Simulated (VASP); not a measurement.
# Sn in VASP: single point with PBE+D3(BJ)

Aim: the single point of Sn with PBE+D3(BJ).

Program: VASP 6.6.1. These are calculated values, not measurements. Logs are shortened: lines on timing, memory, paths and dates and some standing lists are left out, and cuts for length are marked.

**1. The cell of the first run**

The typed cell holds 2 atoms: a = 3.295 Å, b = 3.295 Å, c = 4.963 Å, α = 89.99°, β = 89.99°, γ = 82.28°.

**2. Single point, PBE+D3(BJ) (mode 6 (102.9 1/cm) frozen in, largest displacement -0.060 Å)**

Input file INCAR:

```
SYSTEM = Sn
PREC = Accurate
ENCUT = 520
EDIFF = 1E-6
ISMEAR = 0
SIGMA = 0.15
LREAL = .FALSE.
LASPH = .TRUE.
NELM = 100
ALGO = Fast
ISIF = 2
LWAVE = .FALSE.
LCHARG = .TRUE.
GGA = PE
IVDW = 12
LELF = .TRUE.
LVHAR = .TRUE.
NBANDS = 21
```

Input file KPOINTS:

```
Automatic mesh
0
G
  18 18 12
  0 0 0
```

Input file POSCAR:

```
Sn
1.0
   -1.7544065422      1.7546136957     -2.1674907473
   -1.7544065422      1.7546136957      2.1674907473
    3.5088130844      3.5092273914      0.0000000000
Sn
2
Direct
    0.0000000072      0.0000000072     -0.0120906703
    0.4999999928      0.4999999928      0.5120906703
```

Potentials or basis: VASP PAW PBE potentials, release 64 (Sn_d).

Launch:

```
$ cat potpaw_PBE.64/Sn_d/POTCAR > POTCAR
$ mpirun -np 1 vasp_std > vasp.out
```

OUTCAR:

```text
SYSTEM = Sn
   PREC = Accurate
   ENCUT = 520
   EDIFF = 1E-6
   ISMEAR = 0
   LREAL = .FALSE.
   LASPH = .TRUE.
   NELM = 100
   ISIF = 2
   GGA = PE
   IVDW = 12
 IVDW          = 12

 ion  position               nearest neighbor table
   1  0.000  0.000  0.988-   2 3.21   2 3.21   2 3.39   2 3.39   2 3.43   2 3.43   2 3.59   2 3.60

   2  0.500  0.500  0.512-   1 3.21   1 3.21   1 3.39   1 3.39   1 3.43   1 3.43   1 3.59   1 3.60

  LATTYP: Found a base centered monoclinic cell.
 ALAT       =     4.9625040197
 B/A-ratio  =     0.8735472006
 C/A-ratio  =     1.0000000000
 COS(beta)  =    -0.0001180691

  Lattice vectors:

 A1 = (   1.7544065422,  -1.7546136957,   2.1674907473)
 A2 = (   1.7544065422,  -1.7546136957,  -2.1674907473)
 A3 = (   3.5088130844,   3.5092273914,   0.0000000000)

Analysis of symmetry for initial positions (statically):
=====================================================================
 Subroutine PRICEL returns:
 Original cell was already a primitive cell.

 Routine SETGRP: Setting up the symmetry group for a
 base centered monoclinic supercell.

 Subroutine GETGRP returns: Found  4 space group operations
 (whereof  2 operations were pure point group operations)
 out of a pool of  4 trial point group operations.

The static configuration has the point symmetry C_1h.
 The point group associated with its full space group is C_2h.

Analysis of symmetry for dynamics (positions and initial velocities):
=====================================================================
 Subroutine PRICEL returns:
 Original cell was already a primitive cell.

 Routine SETGRP: Setting up the symmetry group for a
 base centered monoclinic supercell.

 Subroutine GETGRP returns: Found  4 space group operations
 (whereof  2 operations were pure point group operations)
 out of a pool of  4 trial point group operations.

The dynamic configuration has the point symmetry C_1h.
 The point group associated with its full space group is C_2h.

 Subroutine INISYM returns: Found  4 space group operations
 (whereof  2 operations are pure point group operations),
 and found     1 'primitive' translations

----------------------------------------------------------------------------------------

                                     Primitive cell

  volume of cell :      53.3776

  direct lattice vectors                    reciprocal lattice vectors
    -1.754406542  1.754613696 -2.167490747    -0.142498329  0.142481505 -0.230681492
[... 84 lines left out ...]
   ENCUT  =  520.0 eV  38.22 Ry    6.18 a.u.   6.13  6.13  9.23*2*pi/ulx,y,z
   NELM   =    100;   NELMIN=  2; NELMDL= -5     # of ELM steps
   EDIFF  = 0.1E-05   stopping-criterion for ELM
   LREAL  =      F    real-space projection
   EDIFFG = 0.1E-04   stopping-criterion for IOM
   NSW    =      0    number of steps for IOM
   IBRION =     -1    ionic relax: 0-MD 1-quasi-New 2-CG
   NFREE  =      0    steps in history (QN), initial steepest desc. (CG)
   ISIF   =      2    stress and relaxation
   ISYM   =      2    0-nonsym 1-usesym 2-fastsym
   POTIM  = 0.5000    time-step for ionic-motion
   TEBEG  =    0.0;   TEEND  =   0.0 temperature during run
   PSTRESS=    0.0 pullay stress
   NELECT =      28.0000    total number of electrons
   NUPDOWN=      -1.0000    fix difference up-down
   EMIN   =  10.00;   EMAX   =-10.00  energy-range for DOS
   EFERMI =   0.00;   METHOD = LEGACY
   ISMEAR =     0;   SIGMA  =   0.15  broadening in eV -4-tet -1-fermi 0-gaus
   EFERMI_NEDOS =   21; number of points for ismear=-14 and -15
   IALGO  =     68    algorithm
   IMIX   =      4    mixing-type and parameters
     AMIX     =   0.40;   BMIX     =  1.00
     AMIX_MAG =   1.60;   BMIX_MAG =  1.00
  volume/ion in A,a.u.               =      26.69       180.10
  Fermi-wavevector in a.u.,A,eV,Ry     =   1.320306  2.495016 23.717774  1.743207
  Thomas-Fermi vector in A             =   2.450141
   LORBIT       =      0    0 simple, 1 ext, 2 COOP (PROOUT), +10 PAW based schemes
   GGA     = PE    functional components
   LHFCALC =     F    Hartree Fock is set to
   AEXX    =    0.0000 exact exchange contribution
   IVDW    =    12    specifies the selected vdW correction
   LEPSILON=     F    determine dielectric tensor
   LRPA    =     F    only Hartree local field effects (RPA)
 non-spin polarized calculation
 RMM-DIIS sequential band-by-band and
 Gauss-broadening in eV      SIGMA  =   0.15
  energy-cutoff  :      520.00
  volume of cell :       53.38
 maximum number of plane-waves:      1456
 NGX is ok and might be reduce to    28
   NGX = 13   NGY = 13   NGZ = 19

 number of electron      27.9999987 magnetization

 Free energy of the ion-electron system (eV)
  ---------------------------------------------------
  ext. energy  EPLUGINS =         0.00000000
  ---------------------------------------------------
  free energy    TOTEN  =        -7.53885133 eV

  energy without entropy =       -7.52542620  energy(sigma->0) =       -7.53213877

 E-fermi :   8.3841     XC(G=0): -10.4454

 val. band max:        8.3782977550   @ k =  -0.2778  -0.3333   0.3333
 cond. band min:       8.3860112212   @ k =  -0.4444   0.2222   0.1667
 fundamental gap:      0.0077134661
 Fermi energy:         8.3840678098

 k-point     1 :       0.0000    0.0000    0.0000
  band No.  band energies     occupation
      1     -13.3233      2.00000
      2     -13.2538      2.00000
      3     -13.2492      2.00000
      4     -13.2437      2.00000
      5     -13.1887      2.00000
      6     -13.1678      2.00000
[... 565 lines left out ...]
     20      17.8337      0.00000
     21      20.4571      0.00000

 [... further k-points ...]

------------------------ aborting loop because EDIFF is reached ----------------------------------------

 Edisp (eV)   -0.78394

 E8    (eV) :    -0.3762

  FORCE on cell =-STRESS in cart. coord.  units (eV):
  Direction    XX          YY          ZZ          XY          YZ          ZX
  --------------------------------------------------------------------------------------
  -------------------------------------------------------------------------------------
  Total       0.08459     0.08408     0.13037    -0.02242     0.00000     0.00000
  in kB       2.53895     2.52365     3.91306    -0.67307     0.00000     0.00000
  external pressure =        2.99 kB  Pullay stress =        0.00 kB

 VOLUME and BASIS-vectors are now :
 -----------------------------------------------------------------------------
  energy-cutoff  :      520.00
  volume of cell :       53.38
      direct lattice vectors                 reciprocal lattice vectors
    -1.754406542  1.754613696 -2.167490747    -0.142498329  0.142481505 -0.230681492
    -1.754406542  1.754613696  2.167490747    -0.142498329  0.142481505  0.230681492
     3.508813084  3.509227391  0.000000000     0.142498329  0.142481505  0.000000000

 POSITION                                       TOTAL-FORCE (eV/Angst)
 -----------------------------------------------------------------------------------
      3.46639      3.46680      0.00000         0.191063      0.191011      0.000000
      0.04242      3.55166      0.00000        -0.191063     -0.191011      0.000000
 -----------------------------------------------------------------------------------
    total drift:                                0.000000      0.000000      0.000000

  FREE ENERGIE OF THE ION-ELECTRON SYSTEM (eV)
  ---------------------------------------------------
  free  energy   TOTEN  =        -8.3227958206 eV

  energy  without entropy=       -8.3093706934  energy(sigma->0) =       -8.31608326
```

OSZICAR:

```text
N       E                     dE             d eps       ncg     rms          rms(c)
DAV:   1     0.220291154775E+03    0.22029E+03   -0.14392E+04 44380   0.209E+03
DAV:   2     0.149762280096E+02   -0.20531E+03   -0.20116E+03 43999   0.453E+02
DAV:   3    -0.686554836911E+01   -0.21842E+02   -0.21649E+02 49819   0.133E+02
DAV:   4    -0.753795795614E+01   -0.67241E+00   -0.67188E+00 49849   0.257E+01
DAV:   5    -0.756569601014E+01   -0.27738E-01   -0.27737E-01 62098   0.494E+00    0.195E+00
RMM:   6    -0.754568289924E+01    0.20013E-01   -0.25117E-02 52946   0.181E+00    0.112E+00
RMM:   7    -0.753895676792E+01    0.67261E-02   -0.18311E-02 52192   0.140E+00    0.123E-01
RMM:   8    -0.753876268080E+01    0.19409E-03   -0.22806E-03 58248   0.607E-01    0.393E-02
RMM:   9    -0.753883712334E+01   -0.74443E-04   -0.71198E-04 63893   0.234E-01    0.145E-02
RMM:  10    -0.753884643978E+01   -0.93164E-05   -0.10443E-04 58437   0.133E-01    0.604E-03
RMM:  11    -0.753885051554E+01   -0.40758E-05   -0.62405E-05 69646   0.656E-02    0.572E-03
RMM:  12    -0.753885132924E+01   -0.81369E-06   -0.59433E-06 45992   0.198E-02
   1 F= -.83227958E+01 E0= -.83160833E+01  d E =-.134251E-01
```

Run time: 14 min. Hardware: 1 thread of AMD EPYC 7R43 (Zen 3), shared host; peak memory 0.86 GiB.

Results:

- Free energy: -8.3228 eV
- Pressure: 0.3 GPa
- Largest force: 0.270 eV/Å
- Band gap on the k mesh: zero (band 14 reaches 11.92 eV, above the bottom of band 15 at 6.22 eV)
- Dispersion energy per atom: -0.392 eV

Forces on the atoms (eV/Å):
```
Sn   0.191  0.191  0.000
Sn  -0.191 -0.191  0.000
```

Stress tensor (GPa, compression positive):
```
 0.25 -0.07  0.00
-0.07  0.25  0.00
 0.00  0.00  0.39
```

Caveat: the cell differs from its parent crystal (mode 6 (102.9 1/cm) frozen in, largest displacement -0.060 Å); spin-orbit coupling is left out, which moves the levels of the heavy elements; pairwise dispersion overbinds metals, which lowers pressure and volume.
